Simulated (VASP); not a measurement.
# WSe2 (P6_3/mmc) in VASP: further runs, part 2 of 2

VASP 6.6.1. The steps go on from the part before.

## Step 3: Single point, r2SCAN

File POSCAR:

```
WSe2
1.0
    3.2996683524      0.0000000000      0.0000000000
   -1.6498341762      2.8575966172      0.0000000000
    0.0000000000      0.0000000000     13.1485346432
W Se
2 4
Direct
    0.6666666667      0.3333333333      0.7500000000
    0.3333333333      0.6666666667      0.2500000000
    0.3333333333      0.6666666667      0.8766615398
    0.6666666667      0.3333333333      0.3766615398
    0.3333333333      0.6666666667      0.6233384602
    0.6666666667      0.3333333333      0.1233384602
```

File INCAR.step1:

```
SYSTEM = WSe2
ALGO = Normal
EDIFF = 1E-4
ENCUT = 520
GGA = PE
ISMEAR = 0
LASPH = .TRUE.
LCHARG = .FALSE.
LREAL = .FALSE.
LWAVE = .TRUE.
NBANDS = 35
NELM = 100
PREC = Accurate
SIGMA = 0.01
```

File INCAR.step2:

```
SYSTEM = WSe2
ALGO = Normal
EDIFF = 1E-6
ENCUT = 520
ISIF = 2
ISMEAR = 0
ISTART = 1
LASPH = .TRUE.
LCHARG = .TRUE.
LELF = .TRUE.
LMIXTAU = .TRUE.
LREAL = .FALSE.
LVHAR = .TRUE.
LWAVE = .FALSE.
METAGGA = R2SCAN
NBANDS = 35
NELM = 100
PREC = Accurate
SIGMA = 0.01
```

File KPOINTS:

```
k-points
0
G
  12 12 2
  0 0 0
```

Potentials or basis: VASP PAW PBE potentials, release 64 (W_sv, Se).

Run with:

```console
$ cat potpaw_PBE.64/W_sv/POTCAR potpaw_PBE.64/Se/POTCAR > POTCAR
$ cp INCAR.step1 INCAR
$ mpirun -np 1 vasp_std > vasp.out
$ cp INCAR.step2 INCAR
$ mpirun -np 1 vasp_std > vasp.out
```

OUTCAR:

```text
SYSTEM = WSe2
   EDIFF = 1E-6
   ENCUT = 520
   ISIF = 2
   ISMEAR = 0
   ISTART = 1
   LASPH = .TRUE.
   LREAL = .FALSE.
   METAGGA = R2SCAN
   NELM = 100
   PREC = Accurate

 ion  position               nearest neighbor table
   1  0.667  0.333  0.750-   3 2.53   5 2.53   3 2.53   5 2.53   3 2.53   5 2.53
   2  0.333  0.667  0.250-   4 2.53   6 2.53   4 2.53   6 2.53   4 2.53   6 2.53
   3  0.333  0.667  0.877-   1 2.53   1 2.53   1 2.53
   4  0.667  0.333  0.377-   2 2.53   2 2.53   2 2.53
   5  0.333  0.667  0.623-   1 2.53   1 2.53   1 2.53
   6  0.667  0.333  0.123-   2 2.53   2 2.53   2 2.53

  LATTYP: Found a hexagonal cell.
 ALAT       =     3.2996683524
 C/A-ratio  =     3.9848049073

  Lattice vectors:

 A1 = (   3.2996683524,   0.0000000000,   0.0000000000)
 A2 = (  -1.6498341762,   2.8575966172,   0.0000000000)
 A3 = (   0.0000000000,   0.0000000000,  13.1485346432)

Analysis of symmetry for initial positions (statically):
=====================================================================
 Subroutine PRICEL returns:
 Original cell was already a primitive cell.

 Routine SETGRP: Setting up the symmetry group for a
 hexagonal supercell.

 Subroutine GETGRP returns: Found 24 space group operations
 (whereof 12 operations were pure point group operations)
 out of a pool of 24 trial point group operations.

The static configuration has the point symmetry D_3d.
 The point group associated with its full space group is D_6h.

Analysis of symmetry for dynamics (positions and initial velocities):
=====================================================================
 Subroutine PRICEL returns:
 Original cell was already a primitive cell.

 Routine SETGRP: Setting up the symmetry group for a
 hexagonal supercell.

[... 131 lines left out ...]
   IMIX   =      4    mixing-type and parameters
     AMIX     =   0.40;   BMIX     =  1.00
     AMIX_MAG =   1.60;   BMIX_MAG =  1.00
  volume/ion in A,a.u.               =      20.66       139.44
  Fermi-wavevector in a.u.,A,eV,Ry     =   1.225443  2.315751 20.432010  1.501710
  Thomas-Fermi vector in A             =   2.360481
   LORBIT       =      0    0 simple, 1 ext, 2 COOP (PROOUT), +10 PAW based schemes
   METAGGA = R2SCAN    functional components
   LHFCALC =     F    Hartree Fock is set to
   AEXX    =    0.0000 exact exchange contribution
   IVDW    =     0    specifies the selected vdW correction
   LEPSILON=     F    determine dielectric tensor
   LRPA    =     F    only Hartree local field effects (RPA)
 non-spin polarized calculation
 Gauss-broadening in eV      SIGMA  =   0.01
  energy-cutoff  :      520.00
  volume of cell :      123.98
 maximum number of plane-waves:      3378
 NGX is ok and might be reduce to    28
   NGX = 13   NGY = 13   NGZ = 49

 number of electron      51.9999996 magnetization

 Free energy of the ion-electron system (eV)
  ---------------------------------------------------
  ext. energy  EPLUGINS =         0.00000000
  ---------------------------------------------------
  free energy    TOTEN  =      -163.56430710 eV

  energy without entropy =     -163.56430710  energy(sigma->0) =     -163.56430710

 E-fermi :   6.1303     XC(G=0): -11.2681

 val. band max:        5.8653277687   @ k =   0.0000   0.0000   0.0000
 cond. band min:       7.0257374486   @ k =   0.1667   0.1667   0.0000
 fundamental gap:      1.1604096798
 Fermi energy:         6.1303494853

 k-point     1 :       0.0000    0.0000    0.0000
  band No.  band energies     occupation
      1     -70.4433      2.00000
      2     -70.4432      2.00000
      3     -34.0332      2.00000
      4     -34.0332      2.00000
      5     -33.9161      2.00000
      6     -33.9161      2.00000
[... 901 lines left out ...]
     34       9.9851      0.00000
     35      11.9382      0.00000

 [... further k-points ...]

------------------------ aborting loop because EDIFF is reached ----------------------------------------

  FORCE on cell =-STRESS in cart. coord.  units (eV):
  Direction    XX          YY          ZZ          XY          YZ          ZX
  --------------------------------------------------------------------------------------
  -------------------------------------------------------------------------------------
  Total        1.3050185      1.3050185      1.2314099      0.0000000     -0.0000000      0.0000000
  in kB       16.8647028     16.8647028     15.9134619      0.0000000     -0.0000000      0.0000000
  external PRESSURE =      16.5476225 kB  Pullay stress =       0.0000000 kB

 VOLUME and BASIS-vectors are now :
 -----------------------------------------------------------------------------
  energy-cutoff  :      520.00
  volume of cell :      123.98
      direct lattice vectors                 reciprocal lattice vectors
     3.299668352  0.000000000  0.000000000     0.303060760  0.174972212  0.000000000
    -1.649834176  2.857596617  0.000000000     0.000000000  0.349944423  0.000000000
     0.000000000  0.000000000 13.148534643     0.000000000  0.000000000  0.076054102

 POSITION                                       TOTAL-FORCE (eV/Angst)
 -----------------------------------------------------------------------------------
      1.64983      0.95253      9.86140        -0.000000      0.000000      0.000000
     -0.00000      1.90506      3.28713         0.000000      0.000000      0.000000
     -0.00000      1.90506     11.52681         0.000000     -0.000000      0.007968
      1.64983      0.95253      4.95255         0.000000     -0.000000      0.007968
     -0.00000      1.90506      8.19599         0.000000     -0.000000     -0.007968
      1.64983      0.95253      1.62172        -0.000000     -0.000000     -0.007968
 -----------------------------------------------------------------------------------
    total drift:                               -0.000000      0.000000     -0.000000

  FREE ENERGIE OF THE ION-ELECTRON SYSTEM (eV)
  ---------------------------------------------------
  free  energy   TOTEN  =      -163.5643071013 eV

  energy  without entropy=     -163.5643071013  energy(sigma->0) =     -163.56430710
```

OUTCAR.step1:

```text
SYSTEM = WSe2
   EDIFF = 1E-4
   ENCUT = 520
   GGA = PE
   ISMEAR = 0
   LASPH = .TRUE.
   LREAL = .FALSE.
   NELM = 100
[... 1150 lines left out ...]
      1.64983      0.95253      4.95255        -0.000000      0.000000      0.320141
     -0.00000      1.90506      8.19599         0.000000     -0.000000     -0.320141
      1.64983      0.95253      1.62172        -0.000000      0.000000     -0.320141
 -----------------------------------------------------------------------------------
    total drift:                               -0.000000      0.000000     -0.000000

  FREE ENERGIE OF THE ION-ELECTRON SYSTEM (eV)
  ---------------------------------------------------
  free  energy   TOTEN  =       -43.1613077634 eV

  energy  without entropy=      -43.1613077634  energy(sigma->0) =      -43.16130776
```

OSZICAR.step1:

```text
N       E                     dE             d eps       ncg     rms          rms(c)
DAV:   1     0.499422784733E+03    0.49942E+03   -0.27906E+04  2932   0.145E+03
DAV:   2    -0.135426996556E+02   -0.51297E+03   -0.49511E+03  3105   0.389E+02
DAV:   3    -0.443682206770E+02   -0.30826E+02   -0.30212E+02  3252   0.901E+01
DAV:   4    -0.450724280192E+02   -0.70421E+00   -0.69958E+00  3190   0.137E+01
DAV:   5    -0.450822578652E+02   -0.98298E-02   -0.98166E-02  3241   0.174E+00    0.298E+01
DAV:   6    -0.435475976248E+02    0.15347E+01   -0.59698E+00  2923   0.161E+01    0.106E+01
DAV:   7    -0.433276982238E+02    0.21990E+00   -0.27027E+00  2812   0.796E+00    0.565E+00
DAV:   8    -0.431599779389E+02    0.16772E+00   -0.36045E-01  2972   0.418E+00    0.125E+00
DAV:   9    -0.431627997159E+02   -0.28218E-02   -0.56688E-02  3118   0.115E+00    0.884E-01
DAV:  10    -0.431613376434E+02    0.14621E-02   -0.12575E-02  2936   0.753E-01    0.133E-01
DAV:  11    -0.431613461627E+02   -0.85194E-05   -0.16178E-03  2932   0.257E-01    0.175E-01
DAV:  12    -0.431613077634E+02    0.38399E-04   -0.57479E-05  1668   0.510E-02
   1 F= -.43161308E+02 E0= -.43161308E+02  d E =-.667891E-14
```

Run time: 11 min. Hardware: 1 thread of Intel Xeon Platinum 8259CL at 2.50GHz (Skylake/Cascade Lake), shared host; peak memory 0.37 GiB.

Results:

```yaml
Free_energy: -163.5643 eV
Pressure: 1.7 GPa
Largest_force: 0.008 eV/Å
Band_gap_on_the_k_mesh: 1.16 eV (least direct gap 1.61 eV)
```

Forces in eV/Å, atoms in the order of the input:
```
W    0.000  0.000  0.000
W    0.000  0.000  0.000
Se   0.000  0.000  0.008
Se   0.000  0.000  0.008
Se   0.000  0.000 -0.008
Se   0.000  0.000 -0.008
```

Caveat: the PAW data sets were made with another functional, which shifts forces and pressure a little; spin-orbit coupling is left out, which moves the levels of the heavy elements.
